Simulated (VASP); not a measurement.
# Na (Fd-3m) in VASP: notebook, part 2 of 2

VASP 6.6.1.

## 3. Single point, PBE

File INCAR:

```
SYSTEM = Na
ALGO = Normal
EDIFF = 1E-6
ENCUT = 520
GGA = PE
ISIF = 2
ISMEAR = -1
LASPH = .True.
LCHARG = .False.
LREAL = .False.
LWAVE = .False.
NBANDS = 14
NELM = 100
PREC = Accurate
SIGMA = 0.08
```

File KPOINTS:

```
k-points
0
Gamma
  10 10 10
  0 0 0
```

File POSCAR:

```
Na
1.0
    0.0000000000      3.4380975196      3.4380975196
    3.4380975196      0.0000000000      3.4380975196
    3.4380975196      3.4380975196      0.0000000000
Na
2
Direct
   -0.1250000000     -0.1250000000     -0.1250000000
    0.1250000000      0.1250000000      0.1250000000
```

Potentials or basis: VASP PAW PBE potentials, release 64 (Na_pv).

The run is started by

```console
> cat potpaw_PBE.64/Na_pv/POTCAR > POTCAR
> mpirun -np 1 vasp_std > vasp.out
```

OUTCAR:

```text
SYSTEM = Na
   EDIFF = 1E-6
   ENCUT = 520
   GGA = PE
   ISIF = 2
   ISMEAR = -1
   LASPH = .True.
   LREAL = .False.
   NELM = 100
   PREC = Accurate

 ion  position               nearest neighbor table
   1  0.875  0.875  0.875-
   2  0.125  0.125  0.125-

  LATTYP: Found a face centered cubic cell.
 ALAT       =     6.8761950392

  Lattice vectors:

 A1 = (   0.0000000000,   3.4380975196,   3.4380975196)
 A2 = (   3.4380975196,   0.0000000000,   3.4380975196)
 A3 = (   3.4380975196,   3.4380975196,   0.0000000000)

Analysis of symmetry for initial positions (statically):
=====================================================================
 Subroutine PRICEL returns:
 Original cell was already a primitive cell.

 Routine SETGRP: Setting up the symmetry group for a
 face centered cubic supercell.

 Subroutine GETGRP returns: Found 48 space group operations
 (whereof 12 operations were pure point group operations)
 out of a pool of 48 trial point group operations.

The static configuration has the point symmetry D_3d.
 The point group associated with its full space group is O_h .

Analysis of symmetry for dynamics (positions and initial velocities):
=====================================================================
 Subroutine PRICEL returns:
 Original cell was already a primitive cell.

 Routine SETGRP: Setting up the symmetry group for a
 face centered cubic supercell.

 Subroutine GETGRP returns: Found 48 space group operations
 (whereof 12 operations were pure point group operations)
 out of a pool of 48 trial point group operations.

The dynamic configuration has the point symmetry D_3d.
 The point group associated with its full space group is O_h .

 Subroutine INISYM returns: Found 48 space group operations
 (whereof 12 operations are pure point group operations),
 and found     1 'primitive' translations

----------------------------------------------------------------------------------------

                                     Primitive cell

  volume of cell :      81.2802

  direct lattice vectors                    reciprocal lattice vectors
     0.000000000  3.438097520  3.438097520    -0.145429266  0.145429266  0.145429266
     3.438097520  0.000000000  3.438097520     0.145429266 -0.145429266  0.145429266
     3.438097520  3.438097520  0.000000000     0.145429266  0.145429266 -0.145429266

  length of vectors
     4.862204141  4.862204141  4.862204141     0.251890878  0.251890878  0.251890878

  position of ions in fractional coordinates (direct lattice)
     0.875000000  0.875000000  0.875000000
     0.125000000  0.125000000  0.125000000

  ion indices of the primitive-cell ions
   primitive index   ion index
                 1           1
                 2           2

----------------------------------------------------------------------------------------

 KPOINTS: k-points

Automatic generation of k-mesh.
 Grid dimensions read from file:
 generate k-points for:   10   10   10

 Generating k-lattice:

  Cartesian coordinates                     Fractional coordinates (reciprocal lattice)
    -0.014542927  0.014542927  0.014542927     0.100000000  0.000000000  0.000000000
     0.014542927 -0.014542927  0.014542927     0.000000000  0.100000000  0.000000000
     0.014542927  0.014542927 -0.014542927     0.000000000  0.000000000  0.100000000

  Length of vectors
     0.025189088  0.025189088  0.025189088

  Shift w.r.t. Gamma in fractional coordinates (k-lattice)
[... 37 lines left out ...]
   dimension x,y,z NGX =    36 NGY =   36 NGZ =   36
   dimension x,y,z NGXF=    72 NGYF=   72 NGZF=   72
   ions per type =               2
   NGX,Y,Z   is equivalent  to a cutoff of  12.31, 12.31, 12.31 a.u.
   NGXF,Y,Z  is equivalent  to a cutoff of  24.62, 24.62, 24.62 a.u.
 SYSTEM =  Na
   PREC   = accura    normal or accurate (medium, high low for compatibility)
   ISTART =      0    job   : 0-new  1-cont  2-samecut
   ICHARG =      2    charge: 1-file 2-atom 10-const
   ISPIN  =      1    spin polarized calculation?
   LNONCOLLINEAR =      F non collinear calculations
   LSORBIT =      F    spin-orbit coupling
   LASPH  =      T    aspherical Exc in radial PAW
   ENCUT  =  520.0 eV  38.22 Ry    6.18 a.u.   9.04  9.04  9.04*2*pi/ulx,y,z
   NELM   =    100;   NELMIN=  2; NELMDL= -5     # of ELM steps
   EDIFF  = 0.1E-05   stopping-criterion for ELM
   LREAL  =      F    real-space projection
   EDIFFG = 0.1E-04   stopping-criterion for IOM
   NSW    =      0    number of steps for IOM
   IBRION =     -1    ionic relax: 0-MD 1-quasi-New 2-CG
   NFREE  =      0    steps in history (QN), initial steepest desc. (CG)
   ISIF   =      2    stress and relaxation
   ISYM   =      2    0-nonsym 1-usesym 2-fastsym
   POTIM  = 0.5000    time-step for ionic-motion
   TEBEG  =    0.0;   TEEND  =   0.0 temperature during run
   PSTRESS=    0.0 pullay stress
   NELECT =      14.0000    total number of electrons
   NUPDOWN=      -1.0000    fix difference up-down
   EMIN   =  10.00;   EMAX   =-10.00  energy-range for DOS
   EFERMI =   0.00;   METHOD = LEGACY
   ISMEAR =    -1;   SIGMA  =   0.08  broadening in eV -4-tet -1-fermi 0-gaus
   EFERMI_NEDOS =   21; number of points for ismear=-14 and -15
   IALGO  =     38    algorithm
   IMIX   =      4    mixing-type and parameters
     AMIX     =   0.40;   BMIX     =  1.00
     AMIX_MAG =   1.60;   BMIX_MAG =  1.00
  volume/ion in A,a.u.               =      40.64       274.25
  Fermi-wavevector in a.u.,A,eV,Ry     =   0.910869  1.721293 11.288517  0.829683
  Thomas-Fermi vector in A             =   2.035082
   LORBIT       =      0    0 simple, 1 ext, 2 COOP (PROOUT), +10 PAW based schemes
   GGA     = PE    functional components
   LHFCALC =     F    Hartree Fock is set to
   AEXX    =    0.0000 exact exchange contribution
   IVDW    =     0    specifies the selected vdW correction
   LEPSILON=     F    determine dielectric tensor
   LRPA    =     F    only Hartree local field effects (RPA)
 non-spin polarized calculation
  energy-cutoff  :      520.00
  volume of cell :       81.28
 maximum number of plane-waves:      2206
   NGX = 19   NGY = 19   NGZ = 19

 number of electron      13.9999990 magnetization

 Free energy of the ion-electron system (eV)
  ---------------------------------------------------
  ext. energy  EPLUGINS =         0.00000000
  ---------------------------------------------------
  free energy    TOTEN  =        -1.86025418 eV

  energy without entropy =       -1.83999958  energy(sigma->0) =       -1.85012688

 E-fermi :   0.1314     XC(G=0):  -6.2112

 val. band max:        0.1058329896   @ k =  -0.4000   0.2000   0.0000
 cond. band min:       0.1655503219   @ k =  -0.3000   0.4000   0.1000
 fundamental gap:      0.0597173323
 Fermi energy:         0.1314351852

 k-point     1 :       0.0000    0.0000    0.0000
  band No.  band energies     occupation
      1     -25.3772      2.00000
      2     -25.3772      2.00000
      3     -25.3772      2.00000
      4     -25.2986      2.00000
      5     -25.2986      2.00000
      6     -25.2986      2.00000
      7      -2.9955      2.00000
      8       5.6507      0.00000
      9       5.6507      0.00000
     10       5.6507      0.00000
     11       5.8877      0.00000
     12       5.8877      0.00000
     13       5.8877      0.00000
     14       8.1276      0.00000
[... 377 lines left out ...]
      1     -25.3929      2.00000
      2     -25.3921      2.00000
      3     -25.3574      2.00000
      4     -25.3210      2.00000
      5     -25.2845      2.00000
      6     -25.2840      2.00000
      7      -1.3472      2.00000
      8       2.2874      0.00000
      9       2.4419      0.00000
     10       3.2746      0.00000
     11       3.9650      0.00000
     12       4.8512      0.00000
     13       8.9390      0.00000
     14       9.7973      0.00000

 [... further k-points ...]

------------------------ aborting loop because EDIFF is reached ----------------------------------------

  FORCE on cell =-STRESS in cart. coord.  units (eV):
  Direction    XX          YY          ZZ          XY          YZ          ZX
  --------------------------------------------------------------------------------------
  -------------------------------------------------------------------------------------
  Total        0.7017494      0.7017494      0.7017494      0.0000000     -0.0000000      0.0000000
  in kB       13.8327345     13.8327345     13.8327345      0.0000000     -0.0000000      0.0000000
  external PRESSURE =      13.8327345 kB  Pullay stress =       0.0000000 kB

 VOLUME and BASIS-vectors are now :
 -----------------------------------------------------------------------------
  energy-cutoff  :      520.00
  volume of cell :       81.28
      direct lattice vectors                 reciprocal lattice vectors
     0.000000000  3.438097520  3.438097520    -0.145429266  0.145429266  0.145429266
     3.438097520  0.000000000  3.438097520     0.145429266 -0.145429266  0.145429266
     3.438097520  3.438097520  0.000000000     0.145429266  0.145429266 -0.145429266

 POSITION                                       TOTAL-FORCE (eV/Angst)
 -----------------------------------------------------------------------------------
      6.01667      6.01667      6.01667        -0.000000      0.000000     -0.000000
      0.85952      0.85952      0.85952         0.000000     -0.000000      0.000000
 -----------------------------------------------------------------------------------
    total drift:                                0.000000      0.000000      0.000000

  FREE ENERGIE OF THE ION-ELECTRON SYSTEM (eV)
  ---------------------------------------------------
  free  energy   TOTEN  =        -1.8602541750 eV

  energy  without entropy=       -1.8399995849  energy(sigma->0) =       -1.85012688
```

OSZICAR:

```text
N       E                     dE             d eps       ncg     rms          rms(c)
DAV:   1     0.985088067405E+02    0.98509E+02   -0.75437E+03  1316   0.946E+02
DAV:   2     0.201781367099E+01   -0.96491E+02   -0.95321E+02  1370   0.274E+02
DAV:   3    -0.181209967623E+01   -0.38299E+01   -0.38262E+01  1694   0.626E+01
DAV:   4    -0.186790743939E+01   -0.55808E-01   -0.55806E-01  1454   0.810E+00
DAV:   5    -0.186919954396E+01   -0.12921E-02   -0.12921E-02  1724   0.125E+00    0.275E-01
DAV:   6    -0.186408290940E+01    0.51166E-02   -0.16651E-03  1912   0.453E-01    0.178E-01
DAV:   7    -0.186026925856E+01    0.38137E-02   -0.35252E-03  1864   0.485E-01    0.263E-02
DAV:   8    -0.186025368229E+01    0.15576E-04   -0.31847E-04  1622   0.250E-01    0.487E-03
DAV:   9    -0.186025417503E+01   -0.49274E-06   -0.34874E-06  1658   0.214E-02
   1 F= -.18602542E+01 E0= -.18501269E+01  d E =-.202546E-01
```

stdout:

```text
POSCAR found type information on POSCAR Na
 POSCAR found :  1 types and       2 ions
 scaLAPACK will be used
 LDA part: xc-table for (Slater+PW92), standard interpolation
 POSCAR, INCAR and KPOINTS ok, starting setup
 FFT: planning ... GRIDC
 FFT: planning ... GRID_SOFT
 FFT: planning ... GRID
 WAVECAR not read
 entering main loop
```

Run time: 41 s. Hardware: 1 thread of Intel Xeon 8259CL, shared host; peak memory 0.21 GiB.

Results:

- Free energy: -1.8603 eV
- Pressure: 1.4 GPa
- Band gap on the k mesh: zero (bands 7 and 8 overlap by 1.10 eV)

## 4. Relaxation of cell and atoms, PBE, target pressure 1.4 GPa, at which the enthalpy is minimised

File INCAR:

```
SYSTEM = Na
ALGO     = Normal         ! electronic algorithm
EDIFF    = 1E-7           ! SCF threshold, eV
EDIFFG   = -0.005         ! ionic threshold
ENCUT    = 600            ! plane-wave cutoff, eV
GGA      = PE             ! functional
IBRION   = 2              ! ionic algorithm
ISIF     = 3              ! what is computed and relaxed
ISMEAR   = -1             ! smearing method
LASPH    = .TRUE.         ! aspherical terms in the spheres
LCHARG   = .FALSE.        ! write CHGCAR
LREAL    = .FALSE.        ! projectors in reciprocal space
LWAVE    = .FALSE.        ! write WAVECAR
NELM     = 60             ! most SCF steps
NSW      = 32             ! ionic steps
PREC     = Accurate       ! precision mode
PSTRESS  = 14.0         
SIGMA    = 0.08           ! smearing width, eV
```

File KPOINTS:

```
k-points
0
G
  10 10 10
  0 0 0
```

POSCAR is that of step 3.

The run is started by

```console
> cat potpaw_PBE.64/Na_pv/POTCAR > POTCAR
> mpirun -np 1 vasp_std > vasp.out
```

It took 51 s on 1 thread of Intel Xeon 8259CL, shared host; peak memory 0.24 GiB.

The run converged. Its results:

```yaml
Free_energy: -1.8602 eV
Pressure_after_relaxing: 1.4 GPa
Band_gap_on_the_k_mesh: zero (bands 7 and 8 overlap by 1.10 eV)
```

Final structure:
```xyz
2
Lattice="0.0000 3.4381 3.4381 3.4381 0.0000 3.4381 3.4381 3.4381 0.0000" Properties=species:S:1:pos:R:3 pbc="T T T"
Na    6.0167    6.0167    6.0167
Na    0.8595    0.8595    0.8595
```

Levels at points of the mesh, in eV from the Fermi level:
| k point | band 4 | band 5 | band 6 | band 7 | band 8 | band 9 | band 10 | band 11 |
| --- | --- | --- | --- | --- | --- | --- | --- | --- |
| (0.00, 0.00, 0.00) | -25.43 | -25.43 | -25.43 | -3.13 | 5.52 | 5.52 | 5.52 | 5.76 |
| (0.50, 0.00, 0.00) | -25.43 | -25.42 | -25.42 | -0.86 | -0.56 | 4.74 | 4.74 | 5.20 |
| (0.50, 0.50, 0.00) | -25.47 | -25.41 | -25.41 | 0.06 | 0.06 | 2.84 | 2.84 | 3.49 |

Caveat: the relaxation stopped at its first step, so nothing moved; the cell is relaxed towards a set pressure, so the run minimises the enthalpy, not the energy.
